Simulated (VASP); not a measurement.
Runs of VASP 6.6.1 on SiC. The structure is that of space group P6_3mc (No. 186), or close to it. The cells are those of the table. 

```csv
task,cell,k mesh,cutoff (eV),smearing,gap on the mesh (eV),pressure (GPa)
single point,"a = 3.075, b = 3.075, c = 5.048 Å, angles 90.0, 90.0, 120.0°, 4 atoms",8 × 8 × 6,520,gaussian 0.01 eV,2.92,-0.2
single point,"a = 3.016, b = 3.016, c = 4.948 Å, angles 90.0, 90.0, 120.0°, 4 atoms",8 × 8 × 6,520,gaussian 0.01 eV,2.85,(b)
relaxation of cell and atoms,"relaxed from a = 3.076, b = 3.076, c = 5.048 Å, angles 90.0, 90.0, 120.0°, 4 atoms",12 × 12 × 6,600,fermi-dirac 0.05 eV,2.66,0.0
single point,"a = 3.067, b = 3.067, c = 5.033 Å, angles 90.0, 90.0, 120.0°, 4 atoms",8 × 8 × 6,520,gaussian 0.01 eV,2.91,(a)
relaxation of cell and atoms,"relaxed to -2 GPa from a = 3.075, b = 3.075, c = 5.048 Å, angles 90.0, 90.0, 120.0°, 4 atoms",8 × 8 × 6,600,gaussian 0.01 eV,2.93,-2.0
single point,"a = 3.046, b = 3.046, c = 4.999 Å, angles 90.0, 90.0, 120.0°, 4 atoms",8 × 8 × 6,520,gaussian 0.01 eV,2.88,6.8
single point,"a = 3.084, b = 3.084, c = 5.064 Å, angles 90.0, 90.0, 120.0°, 4 atoms",8 × 8 × 6,520,gaussian 0.01 eV,2.93,(c)
single point,"a = 3.075, b = 3.075, c = 5.048 Å, angles 90.0, 90.0, 120.0°, 4 atoms",12 × 12 × 6,520,fermi-dirac 0.05 eV,2.66,-0.2
single point,"a = 3.058, b = 3.058, c = 5.019 Å, angles 90.0, 90.0, 120.0°, 4 atoms",8 × 8 × 6,520,gaussian 0.01 eV,2.90,3.8
```

Alike in all rows: level r2SCAN; potentials or basis VASP PAW PBE potentials, release 64 (Si, C); no spin polarisation.

Question: Fill in the values left out.

Answer: (a) 1.8; (b) 14.8; (c) -2.2.

Caveats: the PAW data sets were made with another functional, which shifts forces and pressure a little; the cell is relaxed towards a set pressure, so the enthalpy falls and the energy may rise (some runs).

A k mesh can miss the band edges.
